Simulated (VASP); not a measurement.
# HfS2 in VASP: a series of runs

The runs below take HfS2 through single point, with PBE+D3(BJ).

Program: VASP 6.6.1. These are calculated values, not measurements. Logs are shortened: lines on timing, memory, paths and dates and some standing lists are left out, and cuts for length are marked.

**1. The cell of the first run**

The cell holds a slab with vacuum, 3 atoms: a = 3.618 Å, b = 3.618 Å, c = 31.825 Å, α = 90.00°, β = 90.00°, γ = 120.00°.

**2. Single point, PBE+D3(BJ)**

Contents of INCAR:

```
PREC = Accurate
ENCUT = 400
EDIFF = 1E-6
ISMEAR = 0
SIGMA = 0.02
LREAL = F
LASPH = T
NELM = 120
ALGO = Normal
ISIF = 2
LWAVE = F
LCHARG = F
LDIPOL = T
IDIPOL = 3
DIPOL = 0.5 0.5 0.500
GGA = PE
IVDW = 12
NBANDS = 18
GGA_COMPAT = F
NELMDL = -8
```

Contents of KPOINTS:

```
regular mesh
0
Gamma
  9 9 1
```

Contents of POSCAR:

```
HfS2
1.0
    3.6180000000      0.0000000000      0.0000000000
   -1.8090000000      3.1332799109      0.0000000000
    0.0000000000      0.0000000000     31.8247012176
S Hf
2 1
Direct
    0.6666666667      0.3333333333      0.4506986730
    0.3333333333      0.6666666667      0.5493013270
    0.0000000000      0.0000000000      0.5000000000
```

Potentials or basis: VASP PAW PBE potentials, release 64 (S, Hf_pv).

On the command line:

```bash
$ cat potpaw_PBE.64/S/POTCAR potpaw_PBE.64/Hf_pv/POTCAR > POTCAR
$ mpirun -np 1 vasp_std > vasp.out
```

OUTCAR:

```text
PREC = Accurate
   ENCUT = 400
   EDIFF = 1E-6
   ISMEAR = 0
   LREAL = F
   LASPH = T
   NELM = 120
   ISIF = 2
   GGA = PE
   IVDW = 12
   NELMDL = -8
 IVDW          = 12

 ion  position               nearest neighbor table
   1  0.667  0.333  0.451-   3 2.61   3 2.61   3 2.61
   2  0.333  0.667  0.549-   3 2.61   3 2.61   3 2.61
   3  0.000  0.000  0.500-   1 2.61   2 2.61   1 2.61   2 2.61   1 2.61   2 2.61

  LATTYP: Found a hexagonal cell.
 ALAT       =     3.6180000000
 C/A-ratio  =     8.7962137141

  Lattice vectors:

 A1 = (   3.6180000000,   0.0000000000,   0.0000000000)
 A2 = (  -1.8090000000,   3.1332799109,   0.0000000000)
 A3 = (   0.0000000000,   0.0000000000,  31.8247012176)

Analysis of symmetry for initial positions (statically):
=====================================================================
 Subroutine PRICEL returns:
 Original cell was already a primitive cell.

 Routine SETGRP: Setting up the symmetry group for a
 hexagonal supercell.

 Subroutine GETGRP returns: Found 12 space group operations
 (whereof 12 operations were pure point group operations)
 out of a pool of 24 trial point group operations.

The static configuration has the point symmetry D_3d.

Analysis of symmetry for dynamics (positions and initial velocities):
=====================================================================
 Subroutine PRICEL returns:
 Original cell was already a primitive cell.

 Routine SETGRP: Setting up the symmetry group for a
 hexagonal supercell.

 Subroutine GETGRP returns: Found 12 space group operations
 (whereof 12 operations were pure point group operations)
 out of a pool of 24 trial point group operations.

The dynamic configuration has the point symmetry D_3d.

 Subroutine INISYM returns: Found 12 space group operations
 (whereof 12 operations are pure point group operations),
 and found     1 'primitive' translations

----------------------------------------------------------------------------------------

                                     Primitive cell

  volume of cell :     360.7714

  direct lattice vectors                    reciprocal lattice vectors
     3.618000000  0.000000000  0.000000000     0.276395799  0.159577189  0.000000000
    -1.809000000  3.133279911  0.000000000     0.000000000  0.319154378  0.000000000
     0.000000000  0.000000000 31.824701218     0.000000000  0.000000000  0.031422133

  length of vectors
     3.618000000  3.618000000 31.824701218     0.319154378  0.319154378  0.031422133
[... 75 lines left out ...]
   NFREE  =      0    steps in history (QN), initial steepest desc. (CG)
   ISIF   =      2    stress and relaxation
   ISYM   =      2    0-nonsym 1-usesym 2-fastsym
   POTIM  = 0.5000    time-step for ionic-motion
   TEBEG  =    0.0;   TEEND  =   0.0 temperature during run
   PSTRESS=    0.0 pullay stress
   NELECT =      22.0000    total number of electrons
   NUPDOWN=      -1.0000    fix difference up-down
   EMIN   =  10.00;   EMAX   =-10.00  energy-range for DOS
   EFERMI =   0.00;   METHOD = LEGACY
   ISMEAR =     0;   SIGMA  =   0.02  broadening in eV -4-tet -1-fermi 0-gaus
   EFERMI_NEDOS =   21; number of points for ismear=-14 and -15
   IALGO  =     38    algorithm
   IMIX   =      4    mixing-type and parameters
     AMIX     =   0.40;   BMIX     =  1.00
     AMIX_MAG =   1.60;   BMIX_MAG =  1.00
  volume/ion in A,a.u.               =     120.26       811.54
  Fermi-wavevector in a.u.,A,eV,Ry     =   0.644375  1.217691  5.649391  0.415219
  Thomas-Fermi vector in A             =   1.711682
   LORBIT       =      0    0 simple, 1 ext, 2 COOP (PROOUT), +10 PAW based schemes
   GGA     = PE    functional components
   LHFCALC =     F    Hartree Fock is set to
   AEXX    =    0.0000 exact exchange contribution
   IVDW    =    12    specifies the selected vdW correction
   LEPSILON=     F    determine dielectric tensor
   LRPA    =     F    only Hartree local field effects (RPA)
 non-spin polarized calculation
 Gauss-broadening in eV      SIGMA  =   0.02
  energy-cutoff  :      400.00
  volume of cell :      360.77
 maximum number of plane-waves:      6600
 NGX is ok and might be reduce to    24
   NGX = 11   NGY = 11   NGZ =103

 number of electron      22.0000000 magnetization

 dipolmoment           0.000000      0.000000     -0.000000 electrons x Angstroem

 Free energy of the ion-electron system (eV)
  ---------------------------------------------------
  ext. energy  EPLUGINS =         0.00000000
  ---------------------------------------------------
  free energy    TOTEN  =       -22.77016227 eV

  energy without entropy =      -22.77016227  energy(sigma->0) =      -22.77016227

 E-fermi :  -4.2646     XC(G=0):  -2.1526

 val. band max:       -4.4668880780   @ k =   0.0000   0.0000   0.0000
 cond. band min:      -3.5500499372   @ k =   0.4444   0.0000   0.0000
 fundamental gap:      0.9168381408
 Fermi energy:        -4.2646066542

 k-point     1 :       0.0000    0.0000    0.0000
  band No.  band energies     occupation
      1     -35.4037      2.00000
      2     -35.3292      2.00000
      3     -35.3292      2.00000
      4     -17.1528      2.00000
      5     -16.0540      2.00000
      6      -8.6757      2.00000
[... 229 lines left out ...]
      5     -15.8075      2.00000
      6      -8.1036      2.00000
[... 10 lines left out ...]
     17       2.7480      0.00000
     18       4.4033      0.00000

------------------------ aborting loop because EDIFF is reached ----------------------------------------

 vacuum level on the upper side and lower side of the slab       (xc-potential included)        -0.007        -0.007

 Edisp (eV)   -0.66847

 E8    (eV) :    -0.3070

  FORCE on cell =-STRESS in cart. coord.  units (eV):
  Direction    XX          YY          ZZ          XY          YZ          ZX
  --------------------------------------------------------------------------------------
  -------------------------------------------------------------------------------------
  Total      -2.10522    -2.10522    -4.28969    -0.00000     0.00000    -0.00000
  in kB      -9.34923    -9.34923   -19.05040    -0.00000     0.00000    -0.00000
  external pressure =      -12.58 kB  Pullay stress =        0.00 kB

 VOLUME and BASIS-vectors are now :
 -----------------------------------------------------------------------------
  energy-cutoff  :      400.00
  volume of cell :      360.77
      direct lattice vectors                 reciprocal lattice vectors
     3.618000000  0.000000000  0.000000000     0.276395799  0.159577189  0.000000000
    -1.809000000  3.133279911  0.000000000     0.000000000  0.319154378  0.000000000
     0.000000000  0.000000000 31.824701218     0.000000000  0.000000000  0.031422133

 POSITION                                       TOTAL-FORCE (eV/Angst)
 -----------------------------------------------------------------------------------
      1.80900      1.04443     14.34335         0.000000      0.000000      1.359042
     -0.00000      2.08885     17.48135        -0.000000     -0.000000     -1.359042
      0.00000      0.00000     15.91235         0.000000      0.000000     -0.000000
 -----------------------------------------------------------------------------------
    total drift:                                0.000000     -0.000000     -0.000000

  FREE ENERGIE OF THE ION-ELECTRON SYSTEM (eV)
  ---------------------------------------------------
  free  energy   TOTEN  =       -23.4386330455 eV

  energy  without entropy=      -23.4386330455  energy(sigma->0) =      -23.43863305

 vacuum level on the upper side and lower side of the slab         1.778         1.778
```

OSZICAR:

```text
N       E                     dE             d eps       ncg     rms          rms(c)
DAV:   1     0.104319435625E+03    0.10432E+03   -0.80774E+03   544   0.694E+02
DAV:   2    -0.106696968329E+02   -0.11499E+03   -0.11031E+03   628   0.151E+02
DAV:   3    -0.244805515609E+02   -0.13811E+02   -0.13768E+02   560   0.523E+01
[... 18 lines left out ...]
DAV:  22    -0.227701525746E+02   -0.17507E-04   -0.45491E-07   438   0.183E-03    0.299E-03
DAV:  23    -0.227701574572E+02   -0.48826E-05   -0.10181E-07   454   0.105E-03    0.410E-04
DAV:  24    -0.227701605637E+02   -0.31065E-05   -0.81482E-08   462   0.850E-04    0.785E-04
DAV:  25    -0.227701617899E+02   -0.12262E-05   -0.24173E-08   442   0.447E-04    0.357E-04
DAV:  26    -0.227701622684E+02   -0.47850E-06   -0.58474E-09   470   0.230E-04
   1 F= -.23438633E+02 E0= -.23438633E+02  d E =-.104481E-47
```

stdout:

```text
POSCAR found type information on POSCAR S Hf
 POSCAR found :  2 types and       3 ions
 scaLAPACK will be used
 LDA part: xc-table for (Slater+PW92), standard interpolation
 POSCAR, INCAR and KPOINTS ok, starting setup
 FFT: planning ... GRIDC
 FFT: planning ... GRID_SOFT
 FFT: planning ... GRID
 WAVECAR not read
 entering main loop
```

Run time: 77 s. Hardware: 1 thread of Intel Xeon Platinum 8488C (Sapphire Rapids), shared host; peak memory 0.33 GiB.

Results:

| Item | Value |
| --- | --- |
| Free energy | -23.4386 eV |
| Largest force | 1.359 eV/Å |
| Band gap on the k mesh | 0.92 eV (least direct gap 1.88 eV) |
| Dispersion energy per atom | -0.223 eV |

Forces on the atoms (eV/Å):
```
S    0.000  0.000  1.359
S    0.000  0.000 -1.359
Hf   0.000  0.000  0.000
```

Levels at points of the mesh, in eV from the valence-band top:
```csv
k point,band 8,band 9,band 10,band 11,band 12,band 13,band 14,band 15
"(0.00, 0.00, 0.00)",-2.22,-1.15,0.00,0.00,2.01,2.01,2.29,4.97
```

Caveat: spin-orbit coupling is left out, which moves the levels of the heavy elements.

**3. Single point, PBE+D3(BJ)**

Contents of INCAR:

```
SYSTEM = HfS2
  ALGO = Normal
  DIPOL = 0.5 0.5 0.500
  EDIFF = 1E-6
  ENCUT = 400
  GGA = PE
  GGA_COMPAT = .FALSE.
  IDIPOL = 3
  ISIF = 2
  ISMEAR = 0
  IVDW = 12
  LASPH = .TRUE.
  LCHARG = .FALSE.
  LDIPOL = .TRUE.
  LREAL = .FALSE.
  LWAVE = .FALSE.
  NBANDS = 18
  NELM = 120
  NELMDL = -8
  PREC = Accurate
  SIGMA = 0.02
```

Contents of KPOINTS:

```
k-points
0
G
  9 9 1
  0 0 0
```

Contents of POSCAR:

```
HfS2
1.0
    3.6180000000      0.0000000000      0.0000000000
   -1.8090000000      3.1332799109      0.0000000000
    0.0000000000      0.0000000000     31.8247012176
S Hf
2 1
Direct
    0.6666666667      0.3333333333      0.4566531673
    0.3333333333      0.6666666667      0.5433468327
    0.0000000000      0.0000000000      0.5000000000
```

Potentials or basis: VASP PAW PBE potentials, release 64 (S, Hf_pv).

On the command line:

```bash
$ cat potpaw_PBE.64/S/POTCAR potpaw_PBE.64/Hf_pv/POTCAR > POTCAR
$ mpirun -np 1 vasp_std > vasp.out
```

Wall time 90 s (1 thread of Intel Xeon Platinum 8488C (Sapphire Rapids), shared host); peak memory 0.33 GiB.

It converged, with:

```yaml
Free_energy: -23.5416 eV
Largest_force: 0.890 eV/Å
Band_gap_on_the_k_mesh: 1.47 eV (least direct gap 2.08 eV)
Dispersion_energy_per_atom: -0.232 eV
```

Forces in eV/Å, atoms in the order of the input:
```
S    0.000  0.000 -0.890
S    0.000  0.000  0.890
Hf   0.000  0.000  0.000
```

Levels at points of the mesh, in eV from the valence-band top:
```csv
k point,band 7,band 8,band 9,band 10,band 11,band 12,band 13,band 14,band 15,band 16
"(0.00, 0.00, 0.00)",-2.88,-2.88,-0.81,0.00,0.00,2.08,2.08,3.07,5.49,5.94
```

Caveat: spin-orbit coupling is left out, which moves the levels of the heavy elements.

**4. Single point, PBE+D3(BJ)**

Contents of INCAR:

```
PREC     = Accurate       # precision mode
ENCUT    = 400            # plane-wave cutoff, eV
EDIFF    = 1E-6           # SCF threshold, eV
ISMEAR   = 0              # smearing method
SIGMA    = 0.02           # smearing width, eV
LREAL    = F              # projectors in reciprocal space
LASPH    = T              # aspherical terms in the spheres
NELM     = 120            # most SCF steps
ALGO     = Normal         # electronic algorithm
ISIF     = 2              # what is computed and relaxed
LWAVE    = F              # write WAVECAR
LCHARG   = F              # write CHGCAR
LDIPOL   = T            
IDIPOL   = 3            
DIPOL    = 0.5 0.5 0.500
GGA      = PE             # functional
IVDW     = 12             # dispersion correction
NBANDS   = 18             # bands
GGA_COMPAT= F            
NELMDL   = -8
```

Contents of KPOINTS:

```
Automatic mesh
0
Gamma
  9 9 1
```

Contents of POSCAR:

```
HfS2
1.0
    3.6180000000      0.0000000000      0.0000000000
   -1.8090000000      3.1332799109      0.0000000000
    0.0000000000      0.0000000000     31.8247012176
S Hf
2 1
Direct
    0.6666666667      0.3333333333      0.4542650852
    0.3333333333      0.6666666667      0.5457349148
    0.0000000000      0.0000000000      0.5000000000
```

On the command line:

```bash
$ cat potpaw_PBE.64/S/POTCAR potpaw_PBE.64/Hf_pv/POTCAR > POTCAR
$ mpirun -np 1 vasp_std > vasp.out
```

It took 74 s on 1 thread of Intel Xeon Platinum 8488C (Sapphire Rapids), shared host; peak memory 0.33 GiB.

The run converged. Its results:

```
Free energy                : -23.6035 eV
Largest force              : 0.064 eV/Å
Band gap on the k mesh     : 1.25 eV (least direct gap 2.08 eV)
Dispersion energy per atom : -0.228 eV
```

Forces in eV/Å, atoms in the order of the input:
```
S    0.000  0.000  0.064
S    0.000  0.000 -0.064
Hf   0.000  0.000  0.000
```

Levels at points of the mesh, in eV from the valence-band top:
```
           k point  band 8  band 9  band 10  band 11  band 12  band 13  band 14  band 15
(0.00, 0.00, 0.00)   -2.59   -0.93     0.00     0.00     2.08     2.08     2.77     5.33
```

Caveat: spin-orbit coupling is left out, which moves the levels of the heavy elements.

[end of part 1 of 2]
